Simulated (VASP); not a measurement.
# H14CO7 in VASP: a series of runs, part 2 of 2

VASP 6.6.1. The steps go on from the part before.

## 4. Single point, PBE+D3(BJ)

File INCAR:

```
SYSTEM = H14CO7
  PREC = Accurate
  ENCUT = 520
  EDIFF = 1E-6
  ISMEAR = -1
  SIGMA = 0.02
  LREAL = Auto
  LASPH = .TRUE.
  NELM = 80
  ALGO = Normal
  ISIF = 2
  LWAVE = .FALSE.
  LCHARG = .FALSE.
  GGA = PE
  IVDW = 12
  NBANDS = 47
```

File KPOINTS:

```
Automatic mesh
0
G
  1 1 1
  0 0 0
```

File POSCAR:

```
H14CO7
1.0
    6.7918300000      0.0000000000      0.0000000000
    0.0000000000      6.7918300000      0.0000000000
    0.0000000000      0.0000000000      6.7918300000
O H C
7 14 1
Direct
    0.3248756226      0.7773309992      0.7424214093
    0.4455205740      0.3611103340      0.9935466583
    0.6989574238      0.5080663091      0.4878361208
    0.6613534202      0.1374739945      0.2953254130
    0.1241933323      0.4407206894      0.6048443498
    0.4615398206      0.1360899787      0.6447305071
    0.7607964275      0.7540088606      1.1070948478
    0.3205321688      0.6604405587      0.6635472325
    0.4324313182      0.7282573327      0.8435429038
    0.3099900910      0.3858606591      1.0446963484
    0.4283970594      0.3088416524      0.8502862999
    0.6822461693      0.5212586299      0.3453266645
    0.7131509475      0.3655715764      0.4963168984
    0.5788719682      0.1802459720      0.1883292132
    0.7540824785      0.0482196993      0.2244461360
   -0.0000736179      0.4902949573      0.5531204403
    0.1279920139      0.3119630497      0.5703911906
    0.5314326183      0.1593826701      0.5183139154
    0.4108907320     -0.0114107685      0.6406226304
    0.8638467099      0.5431673054      0.8986826820
    0.7767126091      0.7875049876      0.8157742464
    0.7993574633      0.6915956377      0.9481538849
```

Potentials or basis: VASP PAW PBE potentials, release 64 (O, H, C).

On the command line:

```bash
$ cat potpaw_PBE.64/O/POTCAR potpaw_PBE.64/H/POTCAR potpaw_PBE.64/C/POTCAR > POTCAR
$ mpirun -np 1 vasp_gam > vasp.out
```

OUTCAR:

```text
SYSTEM = H14CO7
   PREC = Accurate
   ENCUT = 520
   EDIFF = 1E-6
   ISMEAR = -1
   LREAL = Auto
   LASPH = .TRUE.
   NELM = 80
   ISIF = 2
   GGA = PE
   IVDW = 12
 IVDW          = 12

 ion  position               nearest neighbor table
   1  0.325  0.777  0.742-   8 0.96   9 1.06
   2  0.446  0.361  0.994-  10 1.00  11 1.04
   3  0.699  0.508  0.488-  13 0.97  12 0.98
   4  0.661  0.137  0.295-  14 0.96  15 1.00
[... 280 lines left out ...]
  -------------------------------------------------------------------------------------
  Total      -3.45829     1.02010    -1.12220     0.61975     0.82503    -0.36605
  in kB     -17.68525     5.21668    -5.73879     3.16932     4.21910    -1.87194
  external pressure =       -6.07 kB  Pullay stress =        0.00 kB

 VOLUME and BASIS-vectors are now :
 -----------------------------------------------------------------------------
  energy-cutoff  :      520.00
  volume of cell :      313.30
      direct lattice vectors                 reciprocal lattice vectors
     6.791830000  0.000000000  0.000000000     0.147235723  0.000000000  0.000000000
     0.000000000  6.791830000  0.000000000     0.000000000  0.147235723  0.000000000
     0.000000000  0.000000000  6.791830000     0.000000000  0.000000000  0.147235723

 POSITION                                       TOTAL-FORCE (eV/Angst)
 -----------------------------------------------------------------------------------
      2.20650      5.27950      5.04240         2.404390     -0.263549      2.526108
      3.02590      2.45260      6.74800        -1.067713     -0.233896     -1.025604
      4.74720      3.45070      3.31330         0.293726     -0.050139     -0.107926
      4.49180      0.93370      2.00580         1.395699     -0.825374     -0.329686
      0.84350      2.99330      4.10800        -0.184439      3.944901      1.057514
      3.13470      0.92430      4.37890        -0.619380     -1.437776     -0.364525
[... 14 lines left out ...]
      5.27530      5.34860      5.54060        -0.027674      0.012071     -0.066146
      5.42910      4.69720      6.43970         0.864660     -0.745003     -3.743928
 -----------------------------------------------------------------------------------
    total drift:                                0.001634     -0.000535      0.004014

  FREE ENERGIE OF THE ION-ELECTRON SYSTEM (eV)
  ---------------------------------------------------
  free  energy   TOTEN  =      -109.5429922702 eV

  energy  without entropy=     -109.5429922702  energy(sigma->0) =     -109.54299227
```

OSZICAR:

```text
N       E                     dE             d eps       ncg     rms          rms(c)
DAV:   1     0.515322286702E+03    0.51532E+03   -0.31121E+04    94   0.113E+03
DAV:   2    -0.525163380670E+02   -0.56784E+03   -0.54272E+03   117   0.279E+02
DAV:   3    -0.118831491263E+03   -0.66315E+02   -0.65754E+02   124   0.103E+02
DAV:   4    -0.120103525233E+03   -0.12720E+01   -0.12683E+01   108   0.163E+01
DAV:   5    -0.120124072350E+03   -0.20547E-01   -0.20533E-01   132   0.195E+00    0.204E+01
DAV:   6    -0.109617207467E+03    0.10507E+02   -0.32732E+01   124   0.251E+01    0.833E+00
DAV:   7    -0.109198638264E+03    0.41857E+00   -0.14825E+00   116   0.514E+00    0.509E+00
DAV:   8    -0.108960513507E+03    0.23812E+00   -0.44588E-01   132   0.319E+00    0.761E-01
DAV:   9    -0.108949977749E+03    0.10536E-01   -0.36420E-02   124   0.931E-01    0.335E-01
DAV:  10    -0.108954059846E+03   -0.40821E-02   -0.10394E-02   108   0.485E-01    0.182E-01
DAV:  11    -0.108955818537E+03   -0.17587E-02   -0.23233E-03   108   0.269E-01    0.836E-02
DAV:  12    -0.108956463908E+03   -0.64537E-03   -0.10669E-03   108   0.182E-01    0.397E-02
DAV:  13    -0.108956471052E+03   -0.71431E-05   -0.16046E-04   108   0.707E-02    0.203E-02
DAV:  14    -0.108956445230E+03    0.25822E-04   -0.53411E-05   108   0.363E-02    0.101E-02
DAV:  15    -0.108956441010E+03    0.42199E-05   -0.79646E-06   132   0.186E-02    0.368E-03
DAV:  16    -0.108956440861E+03    0.14856E-06   -0.32089E-06   108   0.910E-03
   1 F= -.10954299E+03 E0= -.10954299E+03  d E =-.344567E-11
```

Run time: 20 s. Hardware: 1 thread of Intel Xeon 6975P-C (Granite Rapids), shared host; peak memory 0.36 GiB.

What came out:

* Free energy: -109.5430 eV
* Pressure: -0.6 GPa
* Largest force: 4.258 eV/Å
* Band gap on the k mesh: 3.75 eV
* Dispersion energy per atom: -0.027 eV

Forces on the atoms (eV/Å):
```
O    2.404 -0.264  2.526
O   -1.068 -0.234 -1.026
O    0.294 -0.050 -0.108
O    1.396 -0.825 -0.330
O   -0.184  3.945  1.058
O   -0.619 -1.438 -0.365
O   -0.294  0.226  2.633
H   -0.580 -1.001 -0.930
H   -2.051  1.156 -1.627
H    1.021 -0.197 -0.618
H    0.198  0.140  1.584
H    0.068  0.495  0.055
H   -0.088 -0.128  0.114
H   -0.809  0.727 -0.826
H   -0.656  0.223  0.808
H   -0.331  0.215 -0.080
H    0.493 -4.110 -0.997
H   -0.406 -0.564  0.465
H    0.750  1.954  0.391
H   -0.375  0.463  1.081
H   -0.028  0.012 -0.066
C    0.865 -0.745 -3.744
```

Levels at points of the mesh, in eV from the valence-band top:
| k point | band 27 | band 28 | band 29 | band 30 | band 31 | band 32 | band 33 | band 34 |
| --- | --- | --- | --- | --- | --- | --- | --- | --- |
| (0.00, 0.00, 0.00) | -0.80 | -0.59 | -0.13 | 0.00 | 3.75 | 4.37 | 6.94 | 7.15 |

Caveat: the k points lie up to 0.93 Å⁻¹ apart.

## 5. Single point, PBE+D3(BJ)

File INCAR:

```
SYSTEM = H14CO7
ALGO = Normal ; EDIFF = 1E-6
ENCUT = 520 ; GGA = PE
ISIF = 2 ; ISMEAR = -1
IVDW = 12 ; LASPH = .True.
LCHARG = .True. ; LELF = .True.
LREAL = Auto ; LVHAR = .True.
LWAVE = .False. ; NBANDS = 47
NELM = 80 ; PREC = Accurate
SIGMA = 0.02
```

File KPOINTS:

```
k-points
0
Gamma
  1 1 1
  0 0 0
```

File POSCAR:

```
H14CO7
1.0
    6.7918300000      0.0000000000      0.0000000000
    0.0000000000      6.7918300000      0.0000000000
    0.0000000000      0.0000000000      6.7918300000
O H C
7 14 1
Direct
    0.2919242678      0.7913920107      0.7039487149
    0.5478052307      0.3400409021      1.0259679645
    0.7026530405      0.5186083868      0.5097889670
    0.7399625727      0.1226915279      0.2890237241
    0.0583642406      0.4576969683      0.5857920472
    0.4223309476      0.1882261482      0.6682882228
    0.7542886085      0.7317320958      1.1527968162
    0.2349440431      0.6602344287      0.7035659020
    0.3833134811      0.7536407713      0.8191753916
    0.4507327186      0.3931929981      1.1281201090
    0.4848766827      0.3090183353      0.8874927670
    0.6967488880      0.5831418042      0.3747885327
    0.7241200089      0.3847416676      0.4611422842
    0.6557879099      0.1803784841      0.1859734416
    0.7113693953     -0.0295207624      0.2792325485
   -0.0636794502      0.5199482319      0.5156047781
    0.0804054283      0.3249197933      0.5492186936
    0.5107165521      0.2262718590      0.5677556712
    0.3709898510      0.0531668195      0.6687741006
    0.8519353400      0.5390152580      0.9448263576
    0.6711740429      0.7274033655      0.8674098144
    0.7557315186      0.6676256620      0.9924129432
```

On the command line:

```bash
$ cat potpaw_PBE.64/O/POTCAR potpaw_PBE.64/H/POTCAR potpaw_PBE.64/C/POTCAR > POTCAR
$ mpirun -np 1 vasp_gam > vasp.out
```

Run time: 20 s. Hardware: 1 thread of Intel Xeon 6975P-C (Granite Rapids), shared host; peak memory 0.36 GiB.

The run converged. Its results:

```
Free energy                : -108.9839 eV
Pressure                   : -0.5 GPa
Largest force              : 5.431 eV/Å
Band gap on the k mesh     : 3.76 eV
Dispersion energy per atom : -0.027 eV
```

Forces on the atoms (eV/Å):
```
O    1.910 -0.620  2.597
O   -1.619  0.734 -0.030
O   -0.634  0.694 -2.170
O   -0.526 -2.404  0.565
O   -0.380  2.338  0.062
O   -1.190  0.486  2.015
O   -0.335  1.656  4.334
H   -1.239 -0.646 -1.280
H   -0.811  1.286 -1.476
H    0.815 -0.772 -1.959
H    0.232 -0.030  1.640
H   -0.106  0.096  1.271
H    0.031 -0.760  0.236
H    0.114  0.001 -0.415
H    0.604  2.721  0.060
H    1.504 -1.308  1.258
H    0.050 -1.057 -0.499
H    0.695 -0.502 -1.220
H    0.443 -0.034 -0.592
H   -0.286  0.542  0.345
H   -0.346  0.401 -0.230
C    1.075 -2.824 -4.513
```

Stress tensor (GPa, compression positive):
```
 0.41  0.24  0.06
 0.24 -1.29  0.57
 0.06  0.57 -0.65
```

Levels at points of the mesh, in eV from the valence-band top:
```tsv
k point	band 28	band 29	band 30	band 31	band 32	band 33
(0.00, 0.00, 0.00)	-0.46	-0.36	0.00	3.76	4.22	6.70
```

Caveat: the k points lie up to 0.93 Å⁻¹ apart.
